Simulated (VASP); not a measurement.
Wanted: the native input for a VASP 6.6.1 run.

- Task: single point
- Functional: LDA
- Potentials or basis: VASP PAW LDA potentials, release 64 (Al, Cu)
- Cutoff: 520 eV
- k mesh: 12 × 12 × 12
- Occupations: gaussian, width 0.15 eV
- Spin: no spin polarisation
- Dipole correction: no
- Further INCAR settings: ALGO = Fast; EDIFF = 1e-07; NBANDS = 18

The structure of Al3Cu lies in POSCAR:

```
Al3Cu
1.0
    4.2024522770      0.0000000000      0.0000000000
    0.0000000000      4.2024522770      0.0000000000
    0.0000000000      0.0000000000      3.5031642181
Al Cu
3 1
Direct
    0.0000000000      0.5000000000      0.5000000000
    0.5000000000      0.0000000000      0.5000000000
    0.5000000000      0.5000000000      0.0000000000
    0.0000000000      0.0000000000      0.0000000000
```

This cell differs from its parent crystal: volume 15.467 Å^3 an atom, c/a of the conventional cell 0.8336.

One way to write it, as run:

INCAR

```
SYSTEM = Al3Cu
PREC = Accurate
ENCUT = 520
EDIFF = 1E-7
ISMEAR = 0
SIGMA = 0.15
LREAL = .False.
LASPH = .True.
NELM = 60
ALGO = Fast
ISIF = 2
LWAVE = .False.
LCHARG = .False.
GGA = CA
NBANDS = 18
```

KPOINTS

```
regular mesh
0
Gamma
  12 12 12
  0 0 0
```

Potentials or basis: VASP PAW LDA potentials, release 64 (Al, Cu).

Run with:

```console
$ cat potpaw_LDA.64/Al/POTCAR potpaw_LDA.64/Cu/POTCAR > POTCAR
$ mpirun -np 1 vasp_std > vasp.out
```

It gave:

- Pressure: -5.7 GPa
- Band gap on the k mesh: zero (band 10 reaches 10.73 eV, above the bottom of band 11 at 5.65 eV)

Run time: 4 min on 1 thread of Intel(R) Xeon(R) Platinum 8259CL CPU @ 2.50GHz (Skylake/Cascade Lake) (shared host), peak memory 0.3 GiB.
